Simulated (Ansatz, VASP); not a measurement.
## BaTe: VASP beside Ansatz

Contents of INCAR:

```
PREC     = Accurate       # precision mode
ENCUT    = 520            # plane-wave cutoff, eV
EDIFF    = 1E-7           # SCF threshold, eV
ISMEAR   = 0              # smearing method
SIGMA    = 0.01           # smearing width, eV
LREAL    = False          # projectors in reciprocal space
LASPH    = True           # aspherical terms in the spheres
NELM     = 100            # most SCF steps
ALGO     = Normal         # electronic algorithm
ISIF     = 2              # what is computed and relaxed
LWAVE    = False          # write WAVECAR
LCHARG   = False          # write CHGCAR
GGA      = CA             # functional
NBANDS   = 15             # bands
```

File KPOINTS:

```
Automatic mesh
0
Gamma
  6 6 6
```

The input POSCAR:

```
BaTe
1.0
    0.0000000000      3.9141586740      3.9141586740
    3.9141586740      0.0000000000      3.9141586740
    3.9141586740      3.9141586740      0.0000000000
Ba Te
1 1
Direct
    0.0000000000      0.0000000000      0.0000000000
    0.2500000000      0.2500000000      0.2500000000
```

Input for Ansatz:

```yaml
crystal:
  lattice:
    - [0.0, 3.914158674, 3.914158674]
    - [3.914158674, 0.0, 3.914158674]
    - [3.914158674, 3.914158674, 0.0]
  atoms:
    - { symbol: Ba, position: [0.0, 0.0, 0.0] }
    - { symbol: Te, position: [0.25, 0.25, 0.25] }
kpoints:
  mp_grid: { grid: [6, 6, 6] }
  band_path:
    path:
      - [0.0, 0.0, 0.0]
      - [-0.5, -0.5, 0.0]
      - [-0.375, -0.375, 0.25]
      - [-0.375, 0.0, 0.375]
      - [0.0, 0.0, 0.5]
      - [-0.5, -0.25, 0.25]
      - [0.25, -0.5, -0.25]
    npoints: 1
hamiltonian:
  xc: lda
scf:
  occupations: { method: fixed }
  n_extra_bands: 4
output:
  forces: true
  stress: true
  eigenvalues: true
```

Alike in both runs: task single point; functional LDA; k mesh 6 × 6 × 6; no spin polarisation.

```csv
,VASP,Ansatz
version,VASP 6.6.1,Ansatz 0.2.0
potentials or method,"VASP PAW LDA potentials, release 64 (Ba_sv, Te)","plane waves, PAW"
plane-wave cutoff (eV),520,420
occupations,"gaussian, width 0.01 eV",fixed
valence electrons in the cell,16,26
```

```csv
,VASP,Ansatz,Ansatz less VASP
gap on the k mesh at the Fermi level (eV),2.31,2.29,-0.028
pressure (GPa),-1.3,-1.5,-0.23
```

LDA's correlation is that of Perdew and Zunger in VASP and of Perdew and Wang (1992) in Ansatz. VASP's potentials hold 16 valence electrons a cell and Ansatz's 26, so a difference there can come from the potentials and not from the codes.

Neither program's run includes spin-orbit coupling.
